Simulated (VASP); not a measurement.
# BaZnSbF (P4/nmm) in VASP: notebook

BaZnSbF is run at these levels: LDA, PBEsol, PBE; tasks: single point.

Everything below comes from runs of VASP 6.6.1. Logs are shortened: lines on timing, memory, paths and dates and some standing lists are left out, and cuts for length are marked.

### 1 The cell of the first run

It takes space group P4/nmm (No. 129, tetragonal). The conventional cell has a = 4.358 Å, b = 4.358 Å, c = 9.399 Å, α = 90.00°, β = 90.00°, γ = 90.00°. Within 3.6 Å of Ba (site symmetry 4mm) lie 4 F at 2.60 Å and 4 Sb at 3.52 Å. Within 3.6 Å of Zn (site symmetry -4m2) lie 4 Sb at 2.70 Å and 4 Zn at 3.08 Å. Sb (site symmetry 4mm) has 4 Zn at 2.70 Å and 4 Ba at 3.52 Å within 3.6 Å. F (site symmetry -4m2) has 4 Ba at 2.60 Å and 4 F at 3.08 Å within 3.4 Å.

### 2 Single point, LDA

File INCAR:

```
SYSTEM = BaZnSbF
  ALGO = Normal
  EDIFF = 1E-6
  ENCUT = 520
  ISIF = 2
  ISMEAR = -1
  LASPH = .True.
  LCHARG = .False.
  LREAL = .False.
  LWAVE = .False.
  NBANDS = 44
  NELM = 100
  PREC = Accurate
  SIGMA = 0.1
```

File KPOINTS:

```
k-points
0
Gamma
  7 7 4
  0 0 0
```

File POSCAR:

```
BaZnSbF
1.0
    4.3582718982      0.0000000000      0.0000000000
    0.0000000000      4.3582718982      0.0000000000
    0.0000000000      0.0000000000      9.3987217931
Ba Zn Sb F
2 2 2 2
Direct
    0.0000000000      0.5000000000      0.3497905592
    0.5000000000      0.0000000000      0.6502094408
    0.5000000000      0.5000000000      0.0000000000
    0.0000000000      0.0000000000      0.0000000000
    0.5000000000      0.0000000000      0.1691537184
    0.0000000000      0.5000000000      0.8308462816
    0.5000000000      0.5000000000      0.5000000000
    0.0000000000      0.0000000000      0.5000000000
```

Potentials or basis: VASP PAW LDA potentials, release 64 (Ba_sv, Zn, Sb, F).

On the command line:

```sh
$ cat potpaw_LDA.64/Ba_sv/POTCAR potpaw_LDA.64/Zn/POTCAR potpaw_LDA.64/Sb/POTCAR potpaw_LDA.64/F/POTCAR > POTCAR
$ mpirun -np 1 vasp_std > vasp.out
```

OUTCAR:

```text
SYSTEM = BaZnSbF
   EDIFF = 1E-6
   ENCUT = 520
   ISIF = 2
   ISMEAR = -1
   LASPH = .True.
   LREAL = .False.
   NELM = 100
   PREC = Accurate

 ion  position               nearest neighbor table
   1  0.000  0.500  0.350-   7 2.60   8 2.60   8 2.60   7 2.60   5 3.52   5 3.52   5 3.52   5 3.52
                             2 4.18   2 4.18   2 4.18   2 4.18
   2  0.500  0.000  0.650-   7 2.60   8 2.60   7 2.60   8 2.60   6 3.52   6 3.52   6 3.52   6 3.52
                             1 4.18   1 4.18   1 4.18   1 4.18
   3  0.500  0.500  0.000-   5 2.70   6 2.70   5 2.70   6 2.70
   4  0.000  0.000  0.000-   5 2.70   6 2.70   6 2.70   5 2.70
   5  0.500  0.000  0.169-   3 2.70   4 2.70   3 2.70   4 2.70   1 3.52   1 3.52   1 3.52   1 3.52

   6  0.000  0.500  0.831-   3 2.70   4 2.70   4 2.70   3 2.70   2 3.52   2 3.52   2 3.52   2 3.52

   7  0.500  0.500  0.500-   1 2.60   2 2.60   2 2.60   1 2.60
   8  0.000  0.000  0.500-   1 2.60   2 2.60   1 2.60   2 2.60

  LATTYP: Found a simple tetragonal cell.
 ALAT       =     4.3582718982
 C/A-ratio  =     2.1565248825

  Lattice vectors:

 A1 = (   4.3582718982,   0.0000000000,   0.0000000000)
 A2 = (   0.0000000000,   4.3582718982,   0.0000000000)
 A3 = (   0.0000000000,   0.0000000000,   9.3987217931)

Analysis of symmetry for initial positions (statically):
=====================================================================
 Subroutine PRICEL returns:
 Original cell was already a primitive cell.

 Routine SETGRP: Setting up the symmetry group for a
 simple tetragonal supercell.

 Subroutine GETGRP returns: Found 16 space group operations
 (whereof  8 operations were pure point group operations)
 out of a pool of 16 trial point group operations.

The static configuration has the point symmetry D_2d.
 The point group associated with its full space group is D_4h.

Analysis of symmetry for dynamics (positions and initial velocities):
=====================================================================
 Subroutine PRICEL returns:
 Original cell was already a primitive cell.

 Routine SETGRP: Setting up the symmetry group for a
 simple tetragonal supercell.

 Subroutine GETGRP returns: Found 16 space group operations
 (whereof  8 operations were pure point group operations)
 out of a pool of 16 trial point group operations.

The dynamic configuration has the point symmetry D_2d.
 The point group associated with its full space group is D_4h.

 Subroutine INISYM returns: Found 16 space group operations
 (whereof  8 operations are pure point group operations),
 and found     1 'primitive' translations

----------------------------------------------------------------------------------------

                                     Primitive cell

  volume of cell :     178.5243

  direct lattice vectors                    reciprocal lattice vectors
     4.358271898  0.000000000  0.000000000     0.229448741  0.000000000  0.000000000
     0.000000000  4.358271898  0.000000000     0.000000000  0.229448741  0.000000000
     0.000000000  0.000000000  9.398721793     0.000000000  0.000000000  0.106397447

  length of vectors
     4.358271898  4.358271898  9.398721793     0.229448741  0.229448741  0.106397447

  position of ions in fractional coordinates (direct lattice)
     0.000000000  0.500000000  0.349790559
     0.500000000  0.000000000  0.650209441
     0.500000000  0.500000000  0.000000000
     0.000000000  0.000000000  0.000000000
     0.500000000  0.000000000  0.169153718
     0.000000000  0.500000000  0.830846282
     0.500000000  0.500000000  0.500000000
     0.000000000  0.000000000  0.500000000

  ion indices of the primitive-cell ions
   primitive index   ion index
                 1           1
                 2           2
                 3           3
                 4           4
                 5           5
                 6           6
                 7           7
                 8           8

----------------------------------------------------------------------------------------

 KPOINTS: k-points

Automatic generation of k-mesh.
 Grid dimensions read from file:
 generate k-points for:    7    7    4

 Generating k-lattice:

  Cartesian coordinates                     Fractional coordinates (reciprocal lattice)
     0.032778392  0.000000000  0.000000000     0.142857143  0.000000000  0.000000000
     0.000000000  0.032778392  0.000000000     0.000000000  0.142857143  0.000000000
     0.000000000  0.000000000  0.026599362     0.000000000  0.000000000  0.250000000

  Length of vectors
     0.032778392  0.032778392  0.026599362

  Shift w.r.t. Gamma in fractional coordinates (k-lattice)
     0.000000000  0.000000000  0.000000000

 Subroutine IBZKPT returns following result:
 ===========================================

 Found     30 irreducible k-points:

 Following reciprocal coordinates:
            Coordinates               Weight
  0.000000  0.000000  0.000000      1.000000
  0.142857  0.000000  0.000000      4.000000
  0.285714  0.000000  0.000000      4.000000
  0.428571  0.000000  0.000000      4.000000
  0.142857  0.142857  0.000000      4.000000
  0.285714  0.142857  0.000000      8.000000
[... 16 lines left out ...]
  0.285714  0.000000  0.500000      4.000000
  0.428571  0.000000  0.500000      4.000000
 [... further k-points ...]
   k-points           NKPTS =     30   k-points in BZ     NKDIM =     30   number of bands    NBANDS=     44
   number of dos      NEDOS =    301   number of ions     NIONS =      8
   total plane-waves  NPLWV =  71680
   dimension x,y,z NGX =    32 NGY =   32 NGZ =   70
   dimension x,y,z NGXF=    64 NGYF=   64 NGZF=  140
   ions per type =               2   2   2   2
   NGX,Y,Z   is equivalent  to a cutoff of  12.21, 12.21, 12.38 a.u.
   NGXF,Y,Z  is equivalent  to a cutoff of  24.41, 24.41, 24.76 a.u.
 SYSTEM =  BaZnSbF
   PREC   = accura    normal or accurate (medium, high low for compatibility)
   ISTART =      0    job   : 0-new  1-cont  2-samecut
   ICHARG =      2    charge: 1-file 2-atom 10-const
   ISPIN  =      1    spin polarized calculation?
   LNONCOLLINEAR =      F non collinear calculations
   LSORBIT =      F    spin-orbit coupling
   LASPH  =      T    aspherical Exc in radial PAW
   ENCUT  =  520.0 eV  38.22 Ry    6.18 a.u.   8.10  8.10 17.48*2*pi/ulx,y,z
   NELM   =    100;   NELMIN=  2; NELMDL= -5     # of ELM steps
   EDIFF  = 0.1E-05   stopping-criterion for ELM
   LREAL  =      F    real-space projection
   EDIFFG = 0.1E-04   stopping-criterion for IOM
   NSW    =      0    number of steps for IOM
   IBRION =     -1    ionic relax: 0-MD 1-quasi-New 2-CG
   NFREE  =      0    steps in history (QN), initial steepest desc. (CG)
   ISIF   =      2    stress and relaxation
   ISYM   =      2    0-nonsym 1-usesym 2-fastsym
   POTIM  = 0.5000    time-step for ionic-motion
   TEBEG  =    0.0;   TEEND  =   0.0 temperature during run
   PSTRESS=    0.0 pullay stress
   NELECT =      68.0000    total number of electrons
   NUPDOWN=      -1.0000    fix difference up-down
   EMIN   =  10.00;   EMAX   =-10.00  energy-range for DOS
   EFERMI =   0.00;   METHOD = LEGACY
   ISMEAR =    -1;   SIGMA  =   0.10  broadening in eV -4-tet -1-fermi 0-gaus
   EFERMI_NEDOS =   21; number of points for ismear=-14 and -15
   IALGO  =     38    algorithm
   IMIX   =      4    mixing-type and parameters
     AMIX     =   0.40;   BMIX     =  1.00
     AMIX_MAG =   1.60;   BMIX_MAG =  1.00
  volume/ion in A,a.u.               =      22.32       150.59
  Fermi-wavevector in a.u.,A,eV,Ry     =   1.186712  2.242560 19.160885  1.408285
  Thomas-Fermi vector in A             =   2.322879
   LORBIT       =      0    0 simple, 1 ext, 2 COOP (PROOUT), +10 PAW based schemes
   GGA     = CA    functional components
   LHFCALC =     F    Hartree Fock is set to
   AEXX    =    0.0000 exact exchange contribution
   IVDW    =     0    specifies the selected vdW correction
   LEPSILON=     F    determine dielectric tensor
   LRPA    =     F    only Hartree local field effects (RPA)
 non-spin polarized calculation
  energy-cutoff  :      520.00
  volume of cell :      178.52
 maximum number of plane-waves:      4874
   NGX = 17   NGY = 17   NGZ = 35

 number of electron      67.9999982 magnetization

 Free energy of the ion-electron system (eV)
  ---------------------------------------------------
  ext. energy  EPLUGINS =         0.00000000
  ---------------------------------------------------
  free energy    TOTEN  =       -37.04572003 eV

  energy without entropy =      -37.02292942  energy(sigma->0) =      -37.03432473

 E-fermi :   4.4851     XC(G=0): -10.1685

 val. band max:        4.4443162655   @ k =   0.0000   0.0000   0.0000
 cond. band min:       4.6143507030   @ k =   0.1429   0.0000   0.0000
 fundamental gap:      0.1700344375
 Fermi energy:         4.4850606345

 k-point     1 :       0.0000    0.0000    0.0000
  band No.  band energies     occupation
      1     -23.4787      2.00000
      2     -23.2143      2.00000
      3     -19.4734      2.00000
      4     -19.4474      2.00000
      5      -8.7631      2.00000
      6      -8.7631      2.00000
[... 36 lines left out ...]
     43       8.8457      0.00000
     44       9.2397      0.00000

 k-point     2 :       0.1429    0.0000    0.0000
  band No.  band energies     occupation
      1     -23.4540      2.00000
      2     -23.2140      2.00000
      3     -19.4938      2.00000
      4     -19.4678      2.00000
      5      -8.8498      2.00000
      6      -8.7358      2.00000
[... 36 lines left out ...]
     43       8.8072      0.00000
     44       8.9202      0.00000

 k-point     3 :       0.2857    0.0000    0.0000
  band No.  band energies     occupation
      1     -23.3899      2.00000
      2     -23.2211      2.00000
      3     -19.5378      2.00000
      4     -19.5158      2.00000
      5      -8.9031      2.00000
      6      -8.7283      2.00000
[... 36 lines left out ...]
     43       8.7213      0.00000
     44       8.9965      0.00000

 k-point     4 :       0.4286    0.0000    0.0000
  band No.  band energies     occupation
      1     -23.3128      2.00000
      2     -23.2517      2.00000
      3     -19.5686      2.00000
      4     -19.5595      2.00000
      5      -8.8301      2.00000
      6      -8.7333      2.00000
[... 882 lines left out ...]
     43       8.8389      0.00000
     44       8.9542      0.00000

 k-point    23 :       0.2857    0.0000    0.5000
  band No.  band energies     occupation
      1     -23.3899      2.00000
      2     -23.2211      2.00000
      3     -19.5378      2.00000
      4     -19.5158      2.00000
      5      -8.9289      2.00000
      6      -8.6938      2.00000
[... 36 lines left out ...]
     43       8.5931      0.00000
     44       8.9425      0.00000

 k-point    24 :       0.4286    0.0000    0.5000
  band No.  band energies     occupation
      1     -23.3128      2.00000
      2     -23.2517      2.00000
      3     -19.5685      2.00000
      4     -19.5596      2.00000
      5      -8.8461      2.00000
      6      -8.7203      2.00000
[... 36 lines left out ...]
     43       8.7863      0.00000
     44       9.1369      0.00000

 [... further k-points ...]

------------------------ aborting loop because EDIFF is reached ----------------------------------------

  FORCE on cell =-STRESS in cart. coord.  units (eV):
  Direction    XX          YY          ZZ          XY          YZ          ZX
  --------------------------------------------------------------------------------------
  -------------------------------------------------------------------------------------
  Total        1.2067431      1.2067431      1.0788182      0.0000000      0.0000000     -0.0000000
  in kB       10.8299878     10.8299878      9.6819182      0.0000000      0.0000000     -0.0000000
  external PRESSURE =      10.4472979 kB  Pullay stress =       0.0000000 kB

 VOLUME and BASIS-vectors are now :
 -----------------------------------------------------------------------------
  energy-cutoff  :      520.00
  volume of cell :      178.52
      direct lattice vectors                 reciprocal lattice vectors
     4.358271898  0.000000000  0.000000000     0.229448741  0.000000000  0.000000000
     0.000000000  4.358271898  0.000000000     0.000000000  0.229448741  0.000000000
     0.000000000  0.000000000  9.398721793     0.000000000  0.000000000  0.106397447

 POSITION                                       TOTAL-FORCE (eV/Angst)
 -----------------------------------------------------------------------------------
      0.00000      2.17914      3.28758        -0.000000     -0.000000     -0.152752
      2.17914      0.00000      6.11114         0.000000     -0.000000      0.152752
      2.17914      2.17914      0.00000        -0.000000      0.000000      0.000000
      0.00000      0.00000      0.00000        -0.000000     -0.000000      0.000000
      2.17914      0.00000      1.58983        -0.000000     -0.000000      0.009969
      0.00000      2.17914      7.80889        -0.000000     -0.000000     -0.009969
      2.17914      2.17914      4.69936         0.000000      0.000000      0.000000
      0.00000      0.00000      4.69936        -0.000000     -0.000000      0.000000
 -----------------------------------------------------------------------------------
    total drift:                                0.000000     -0.000000     -0.000000

  FREE ENERGIE OF THE ION-ELECTRON SYSTEM (eV)
  ---------------------------------------------------
  free  energy   TOTEN  =       -37.0457200258 eV

  energy  without entropy=      -37.0229294248  energy(sigma->0) =      -37.03432473
```

It took 5.3 min on 1 thread of Intel Xeon 8259CL, shared host; peak memory 0.37 GiB.

Results:

```yaml
Free_energy: -37.0457 eV
Pressure: 1.0 GPa
Largest_force: 0.153 eV/Å
Band_gap_on_the_k_mesh: zero (bands 34 and 35 overlap by 0.02 eV)
```

Forces on the atoms (eV/Å):
```
Ba   0.000  0.000 -0.153
Ba   0.000  0.000  0.153
Zn   0.000  0.000  0.000
Zn   0.000  0.000  0.000
Sb   0.000  0.000  0.010
Sb   0.000  0.000 -0.010
F    0.000  0.000  0.000
F    0.000  0.000  0.000
```

Levels at points of the mesh, in eV from the Fermi level:
```
           k point  band 31  band 32  band 33  band 34  band 35  band 36  band 37  band 38
(0.00, 0.00, 0.00)    -2.27    -0.90    -0.65    -0.04    -0.04     1.16     1.85     2.17
(0.00, 0.00, 0.50)    -2.26    -1.26    -0.58    -0.06    -0.06     1.28     1.29     2.82
```

Caveat: semilocal functionals underestimate gaps, and a narrow one can read as zero; spin-orbit coupling is left out, which moves the levels of the heavy elements.

[end of part 1 of 2]

The gap in the log of VASP goes by the Fermi energy; the results here count the filled bands.